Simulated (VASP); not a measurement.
# HgTe in VASP: a series of runs, part 3 of 3

VASP 6.6.1. Earlier steps stand in the parts before.

## 5. Electric field gradients, LDA

This run uses another cell than the first one, of 24.94 Å³/atom, 1.020 times its volume.

File INCAR:

```
ALGO = Normal
EDIFF = 1E-8
ENCUT = 520
GGA = CA
ISIF = 2
ISMEAR = -1
LASPH = True
LCHARG = False
LEFG = True
LREAL = False
LWAVE = False
NBANDS = 16
NELM = 80
PREC = Accurate
SIGMA = 0.08
```

File KPOINTS:

```
k-points
0
Gamma
  10 10 10
```

File POSCAR:

```
HgTe
1.0
    0.0000000000      2.9215000000      2.9215000000
    2.9215000000      0.0000000000      2.9215000000
    2.9215000000      2.9215000000      0.0000000000
Hg Te
1 1
Direct
    0.0000000000      0.0000000000      0.0000000000
    0.5000000000      0.5000000000      0.5000000000
```

Potentials or basis: VASP PAW LDA potentials, release 64 (Hg, Te).

Started as:

```sh
$ cat potpaw_LDA.64/Hg/POTCAR potpaw_LDA.64/Te/POTCAR > POTCAR
$ mpirun -np 1 vasp_std > vasp.out
```

OUTCAR:

```text
EDIFF = 1E-8
   ENCUT = 520
   GGA = CA
   ISIF = 2
   ISMEAR = -1
   LASPH = True
   LREAL = False
   NELM = 80
   PREC = Accurate

 ion  position               nearest neighbor table
   1  0.000  0.000  0.000-   2 2.92   2 2.92   2 2.92   2 2.92   2 2.92   2 2.92
   2  0.500  0.500  0.500-   1 2.92   1 2.92   1 2.92   1 2.92   1 2.92   1 2.92

  LATTYP: Found a face centered cubic cell.
 ALAT       =     5.8430000000

  Lattice vectors:

 A1 = (   0.0000000000,   2.9215000000,   2.9215000000)
 A2 = (   2.9215000000,   0.0000000000,   2.9215000000)
 A3 = (   2.9215000000,   2.9215000000,   0.0000000000)

Analysis of symmetry for initial positions (statically):
=====================================================================
 Subroutine PRICEL returns:
 Original cell was already a primitive cell.

 Routine SETGRP: Setting up the symmetry group for a
 face centered cubic supercell.

[... 644 lines left out ...]
      direct lattice vectors                 reciprocal lattice vectors
     0.000000000  2.921500000  2.921500000    -0.171144960  0.171144960  0.171144960
     2.921500000  0.000000000  2.921500000     0.171144960 -0.171144960  0.171144960
     2.921500000  2.921500000  0.000000000     0.171144960  0.171144960 -0.171144960

 POSITION                                       TOTAL-FORCE (eV/Angst)
 -----------------------------------------------------------------------------------
      0.00000      0.00000      0.00000         0.000000      0.000000     -0.000000
      2.92150      2.92150      2.92150        -0.000000     -0.000000      0.000000
 -----------------------------------------------------------------------------------
    total drift:                                0.000000     -0.000000     -0.000000

  FREE ENERGIE OF THE ION-ELECTRON SYSTEM (eV)
  ---------------------------------------------------
  free  energy   TOTEN  =        -4.8987611559 eV

  energy  without entropy=       -4.8864276431  energy(sigma->0) =       -4.89259440

 Electric field gradients (V/A^2)
---------------------------------------------------------------------
 ion       V_xx      V_yy      V_zz      V_xy      V_xz      V_yz
---------------------------------------------------------------------
   1      -0.000    -0.000     0.000     0.000     0.000     0.000
   2      -0.000     0.000    -0.000    -0.000    -0.000    -0.000
---------------------------------------------------------------------

 Electric field gradients after diagonalization (V/A^2)
 (convention: |V_zz| > |V_xx| > |V_yy|)
----------------------------------------------------------------------
 ion       V_xx      V_yy      V_zz     asymmetry (V_yy - V_xx)/ V_zz
----------------------------------------------------------------------
   1      -0.000    -0.000     0.001       0.000
   2       0.000     0.000    -0.000       0.000
----------------------------------------------------------------------

           NMR quadrupolar parameters

 Cq : quadrupolar parameter    Cq=e*Q*V_zz/h
 eta: asymmetry parameters     (V_yy - V_xx)/ V_zz
 Q  : nuclear electric quadrupole moment in mb (millibarn)
----------------------------------------------------------------------
 ion       Cq(MHz)       eta       Q (mb)
----------------------------------------------------------------------
   1       0.000       0.000       1.000
   2      -0.000       0.000       1.000
----------------------------------------------------------------------
```

stdout:

```text
POSCAR found type information on POSCAR HgTe
 POSCAR found :  2 types and       2 ions
 scaLAPACK will be used
 LDA part: xc-table for (Slater(with rela. corr.)+CA(PZ))
 , standard interpolation
 POSCAR, INCAR and KPOINTS ok, starting setup
 FFT: planning ... GRIDC
 FFT: planning ... GRID_SOFT
 FFT: planning ... GRID
 WAVECAR not read
 entering main loop
ion   1

ion   2
```

Run time: 34 s. Hardware: 1 thread of Intel Xeon 8259CL, shared host; peak memory 0.18 GiB.

What came out:

| Property | Result |
| --- | --- |
| Free energy | -4.8988 eV |
| Pressure | 4.4 GPa |
| Band gap on the k mesh | zero (band 9 reaches 6.22 eV, above the bottom of band 10 at 2.96 eV) |

Caveat: without QUAD_EFG the Cq values of the log hold for a quadrupole moment of 1 mb, not for the nuclei; spin-orbit coupling is left out, which moves the levels of the heavy elements.

## 6. Electric field gradients, PBEsol

This run uses another cell than the first one, of 24.94 Å³/atom, 1.020 times its volume.

File INCAR:

```
ALGO     = Normal         # electronic algorithm
EDIFF    = 1E-8           # SCF threshold, eV
ENCUT    = 520            # plane-wave cutoff, eV
GGA      = PS             # functional
ISIF     = 2              # what is computed and relaxed
ISMEAR   = -1             # smearing method
LASPH    = T              # aspherical terms in the spheres
LCHARG   = F              # write CHGCAR
LEFG     = T            
LREAL    = F              # projectors in reciprocal space
LWAVE    = F              # write WAVECAR
NBANDS   = 16             # bands
NELM     = 60             # most SCF steps
PREC     = Accurate       # precision mode
SIGMA    = 0.08           # smearing width, eV
```

KPOINTS is that of step 5.

POSCAR is that of step 5.

Potentials or basis: VASP PAW PBE potentials, release 64 (Hg, Te).

Started as:

```sh
$ cat potpaw_PBE.64/Hg/POTCAR potpaw_PBE.64/Te/POTCAR > POTCAR
$ mpirun -np 1 vasp_std > vasp.out
```

OUTCAR:

```text
EDIFF = 1E-8
   ENCUT = 520
   GGA = PS
   ISIF = 2
   ISMEAR = -1
   LASPH = T
   LREAL = F
   NELM = 60
   PREC = Accurate

 ion  position               nearest neighbor table
   1  0.000  0.000  0.000-   2 2.92   2 2.92   2 2.92   2 2.92   2 2.92   2 2.92
   2  0.500  0.500  0.500-   1 2.92   1 2.92   1 2.92   1 2.92   1 2.92   1 2.92

  LATTYP: Found a face centered cubic cell.
 ALAT       =     5.8430000000

  Lattice vectors:

 A1 = (   0.0000000000,   2.9215000000,   2.9215000000)
 A2 = (   2.9215000000,   0.0000000000,   2.9215000000)
[... 667 lines left out ...]
  ---------------------------------------------------
  free  energy   TOTEN  =        -4.1499221612 eV

  energy  without entropy=       -4.1376827753  energy(sigma->0) =       -4.14380247

 Electric field gradients (V/A^2)
---------------------------------------------------------------------
 ion       V_xx      V_yy      V_zz      V_xy      V_xz      V_yz
---------------------------------------------------------------------
   1       0.000    -0.000     0.000     0.000     0.000     0.000
   2       0.000     0.000     0.000    -0.000    -0.000    -0.000
---------------------------------------------------------------------

 Electric field gradients after diagonalization (V/A^2)
 (convention: |V_zz| > |V_xx| > |V_yy|)
----------------------------------------------------------------------
 ion       V_xx      V_yy      V_zz     asymmetry (V_yy - V_xx)/ V_zz
----------------------------------------------------------------------
   1      -0.000    -0.000     0.001       0.000
   2       0.000     0.000    -0.000       0.000
----------------------------------------------------------------------

           NMR quadrupolar parameters

 Cq : quadrupolar parameter    Cq=e*Q*V_zz/h
 eta: asymmetry parameters     (V_yy - V_xx)/ V_zz
 Q  : nuclear electric quadrupole moment in mb (millibarn)
----------------------------------------------------------------------
 ion       Cq(MHz)       eta       Q (mb)
----------------------------------------------------------------------
   1       0.000       0.000       1.000
   2      -0.000       0.000       1.000
----------------------------------------------------------------------
```

stdout:

```text
POSCAR found type information on POSCAR HgTe
 POSCAR found :  2 types and       2 ions
 scaLAPACK will be used
 -----------------------------------------------------------------------------
|                                                                             |
|                                                                             |
|     You enforced a specific xc type in the INCAR file but a different       |
|     I HOPE YOU KNOW WHAT YOU ARE DOING!                                     |
|                                                                             |
 -----------------------------------------------------------------------------

 LDA part: xc-table for (Slater+PW92), standard interpolation
 POSCAR, INCAR and KPOINTS ok, starting setup
 FFT: planning ... GRIDC
 FFT: planning ... GRID_SOFT
 FFT: planning ... GRID
 WAVECAR not read
 entering main loop
ion   1

ion   2
```

It took 42 s on 1 thread of Intel Xeon 8259CL, shared host; peak memory 0.2 GiB.

Results:

```
Free energy            : -4.1499 eV
Pressure               : 6.3 GPa
Band gap on the k mesh : zero (band 9 reaches 6.22 eV, above the bottom of band 10 at 2.95 eV)
```

Levels at points of the mesh, in eV from the Fermi level:
```
           k point  band 7  band 8  band 9  band 10  band 11  band 12
(0.00, 0.00, 0.00)   -0.90   -0.90   -0.90    -0.42     7.69     7.69
(0.50, 0.00, 0.00)   -6.06    0.44    0.44     2.38     3.71     3.71
(0.50, 0.50, 0.00)   -5.22   -2.97   -2.83    -2.83     4.58     9.86
```

Caveat: without QUAD_EFG the Cq values of the log hold for a quadrupole moment of 1 mb, not for the nuclei; the PAW data sets were made with another functional, which shifts forces and pressure a little; spin-orbit coupling is left out, which moves the levels of the heavy elements.

## 7. Electric field gradients, r2SCAN

This run uses another cell than the first one, of 24.94 Å³/atom, 1.020 times its volume.

POSCAR is that of step 6.

File INCAR.step1:

```
SYSTEM = HgTe
PREC = Accurate
ENCUT = 520
ISMEAR = -1
SIGMA = 0.08
LREAL = .False.
LASPH = .True.
NELM = 60
NBANDS = 16
GGA = PE
ALGO = Normal
EDIFF = 1E-4
LWAVE = .True.
LCHARG = .False.
```

File INCAR.step2:

```
SYSTEM = HgTe
PREC = Accurate
ENCUT = 520
EDIFF = 1E-8
ISMEAR = -1
SIGMA = 0.08
LREAL = .False.
LASPH = .True.
NELM = 60
ALGO = Normal
ISIF = 2
LWAVE = .False.
LCHARG = .False.
METAGGA = R2SCAN
LMIXTAU = .True.
LEFG = .True.
NBANDS = 16
ISTART = 1
```

File KPOINTS:

```
regular mesh
0
Gamma
  10 10 10
  0 0 0
```

Potentials or basis: VASP PAW PBE potentials, release 64 (Hg, Te).

Started as:

```sh
$ cat potpaw_PBE.64/Hg/POTCAR potpaw_PBE.64/Te/POTCAR > POTCAR
$ cp INCAR.step1 INCAR
$ mpirun -np 1 vasp_std > vasp.out
$ cp INCAR.step2 INCAR
$ mpirun -np 1 vasp_std > vasp.out
```

OUTCAR:

```text
SYSTEM = HgTe
   PREC = Accurate
   ENCUT = 520
   EDIFF = 1E-8
   ISMEAR = -1
   LREAL = .False.
   LASPH = .True.
   NELM = 60
   ISIF = 2
   METAGGA = R2SCAN
   ISTART = 1

 ion  position               nearest neighbor table
   1  0.000  0.000  0.000-   2 2.92   2 2.92   2 2.92   2 2.92   2 2.92   2 2.92
   2  0.500  0.500  0.500-   1 2.92   1 2.92   1 2.92   1 2.92   1 2.92   1 2.92

  LATTYP: Found a face centered cubic cell.
 ALAT       =     5.8430000000

  Lattice vectors:

 A1 = (   0.0000000000,   2.9215000000,   2.9215000000)
 A2 = (   2.9215000000,   0.0000000000,   2.9215000000)
 A3 = (   2.9215000000,   2.9215000000,   0.0000000000)
[... 667 lines left out ...]
  free  energy   TOTEN  =       -74.7051383668 eV

  energy  without entropy=      -74.6915618804  energy(sigma->0) =      -74.69835012

 Electric field gradients (V/A^2)
---------------------------------------------------------------------
 ion       V_xx      V_yy      V_zz      V_xy      V_xz      V_yz
---------------------------------------------------------------------
   1      -0.000    -0.000     0.000     0.000     0.000     0.000
   2      -0.000    -0.000     0.000    -0.000    -0.000    -0.000
---------------------------------------------------------------------

 Electric field gradients after diagonalization (V/A^2)
 (convention: |V_zz| > |V_xx| > |V_yy|)
----------------------------------------------------------------------
 ion       V_xx      V_yy      V_zz     asymmetry (V_yy - V_xx)/ V_zz
----------------------------------------------------------------------
   1      -0.000    -0.000     0.001       0.000
   2       0.000     0.000    -0.000       0.000
----------------------------------------------------------------------

           NMR quadrupolar parameters

 Cq : quadrupolar parameter    Cq=e*Q*V_zz/h
 eta: asymmetry parameters     (V_yy - V_xx)/ V_zz
 Q  : nuclear electric quadrupole moment in mb (millibarn)
----------------------------------------------------------------------
 ion       Cq(MHz)       eta       Q (mb)
----------------------------------------------------------------------
   1       0.000       0.000       1.000
   2      -0.000       0.000       1.000
----------------------------------------------------------------------
```

OUTCAR.step1:

```text
SYSTEM = HgTe
   PREC = Accurate
   ENCUT = 520
   ISMEAR = -1
   LREAL = .False.
   LASPH = .True.
[... 676 lines left out ...]
      0.00000      0.00000      0.00000         0.000000      0.000000      0.000000
      2.92150      2.92150      2.92150         0.000000      0.000000      0.000000
 -----------------------------------------------------------------------------------
    total drift:                                0.000000     -0.000000     -0.000000

  FREE ENERGIE OF THE ION-ELECTRON SYSTEM (eV)
  ---------------------------------------------------
  free  energy   TOTEN  =        -3.1369612580 eV

  energy  without entropy=       -3.1243669211  energy(sigma->0) =       -3.13066409
```

Run time: 4 min. Hardware: 1 thread of Intel Xeon 8259CL, shared host; peak memory 0.21 GiB.

Results:

```
Free energy            : -74.7051 eV
Pressure               : 9.5 GPa
Band gap on the k mesh : zero (band 9 reaches 6.19 eV, above the bottom of band 10 at 2.89 eV)
```

Caveat: without QUAD_EFG the Cq values of the log hold for a quadrupole moment of 1 mb, not for the nuclei; the PAW data sets were made with another functional, which shifts forces and pressure a little; spin-orbit coupling is left out, which moves the levels of the heavy elements.

## 8. Overview

| level | potentials or basis | cell | gap on the mesh (eV) | pressure (GPa) |
| --- | --- | --- | --- | --- |
| PBE | VASP PAW PBE potentials, release 64 (Hg, Te) | a = 4.091, b = 4.091, c = 4.132 Å, angles 59.7, 59.7, 60.7°, 2 atoms | none | 12.8 |
| PBE | VASP PAW PBE potentials, release 64 (Hg, Te) | a = 4.194, b = 4.194, c = 4.132 Å, angles 60.5, 60.5, 59.0°, 2 atoms | none | 8.0 |
| LDA | VASP PAW LDA potentials, release 64 (Hg, Te) | a = 4.132 Å, angles 60.0°, 2 atoms | none | 4.4 |
| PBEsol | VASP PAW PBE potentials, release 64 (Hg, Te) | a = 4.132 Å, angles 60.0°, 2 atoms | none | 6.3 |
| r2SCAN | VASP PAW PBE potentials, release 64 (Hg, Te) | a = 4.132 Å, angles 60.0°, 2 atoms | none | 9.5 |

Alike in all rows: task electric field gradients; no spin polarisation; k mesh 10 × 10 × 10; cutoff (eV) 520; smearing fermi-dirac 0.08 eV.

Caveats: spin-orbit coupling is left out, which moves the levels of the heavy elements; the PAW data sets were made with another functional, which shifts forces and pressure a little (some runs).

Total energies depend on the potentials used, so only differences within one code and one set of settings carry meaning.
